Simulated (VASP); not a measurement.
Here is a VASP 6.6.1 calculation.

INCAR

```
PREC     = Accurate       # precision mode
ENCUT    = 520            # plane-wave cutoff, eV
EDIFF    = 1E-6           # SCF threshold, eV
ISMEAR   = -1             # smearing method
SIGMA    = 0.06122561905347299 # smearing width, eV
LREAL    = F              # projectors in reciprocal space
LASPH    = T              # aspherical terms in the spheres
NELM     = 80             # most SCF steps
ALGO     = Fast           # electronic algorithm
ISIF     = 2              # what is computed and relaxed
LWAVE    = F              # write WAVECAR
LCHARG   = F              # write CHGCAR
GGA      = PE             # functional
NBANDS   = 31             # bands
```

KPOINTS

```
regular mesh
0
Gamma
  11 11 11
```

POSCAR

```
Yb
1.0
    0.0000000000      4.4021955227      4.4021955227
    4.4021955227      0.0000000000      4.4021955227
    4.4021955227      4.4021955227      0.0000000000
Yb
2
Direct
    0.0000000000      0.0000000000      0.0000000000
    0.2500000000      0.2500000000      0.2500000000
```

Potentials or basis: VASP PAW PBE potentials, release 64 (Yb).

Run with:

```sh
$ cat potpaw_PBE.64/Yb/POTCAR > POTCAR
$ mpirun -np 1 vasp_std > vasp.out
```

(1) What does it give for the band gap on the k mesh?

(2) Estimate the pressure.

Answers

(1) zero (bands 24 and 25 overlap by 1.03 eV).

(2) -0.2 GPa.

Caveat: spin-orbit coupling is left out, which moves the levels of the heavy elements.
